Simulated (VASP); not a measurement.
Here is a VASP 6.6.1 calculation.

INCAR

```
SYSTEM = Ni
PREC     = Accurate       ! precision mode
ENCUT    = 520            ! plane-wave cutoff, eV
EDIFF    = 1E-6           ! SCF threshold, eV
ISMEAR   = 0              ! smearing method
SIGMA    = 0.15           ! smearing width, eV
LREAL    = .False.        ! projectors in reciprocal space
LASPH    = .True.         ! aspherical terms in the spheres
NELM     = 150            ! most SCF steps
ALGO     = Normal         ! electronic algorithm
ISIF     = 2              ! what is computed and relaxed
LWAVE    = .False.        ! write WAVECAR
LCHARG   = .False.        ! write CHGCAR
ISPIN    = 2              ! spin polarisation
MAGMOM   = 0.5            ! initial moments
LORBIT   = 11             ! projections on sites
LMAXMIX  = 4              ! l up to which the mixer works
GGA      = PS             ! functional
NBANDS   = 15             ! bands
```

File KPOINTS:

```
regular mesh
0
Gamma
  26 26 26
  0 0 0
```

Contents of POSCAR:

```
Ni
1.0
   -1.2153177036      1.3889345184      1.3889345184
    1.3889345184     -1.2153177036      1.3889345184
    1.3889345184      1.3889345184     -1.2153177036
Ni
1
Direct
    0.0000000000      0.0000000000      0.0000000000
```

Potentials or basis: VASP PAW PBE potentials, release 64 (Ni).

Run with:

```bash
$ cat potpaw_PBE.64/Ni/POTCAR > POTCAR
$ mpirun -np 1 vasp_std > vasp.out
```

Problem. Predict the net moment.

Solution. 0.16 μB per cell.

Problem. Estimate the site moments.

Solution. Ni +0.16 μB.

Stress tensor (GPa, compression positive):
```
  2.45 -11.88 -11.88
-11.88   2.45 -11.88
-11.88 -11.88   2.45
```

Caveat: the PAW data sets were made with another functional, which shifts forces and pressure a little.
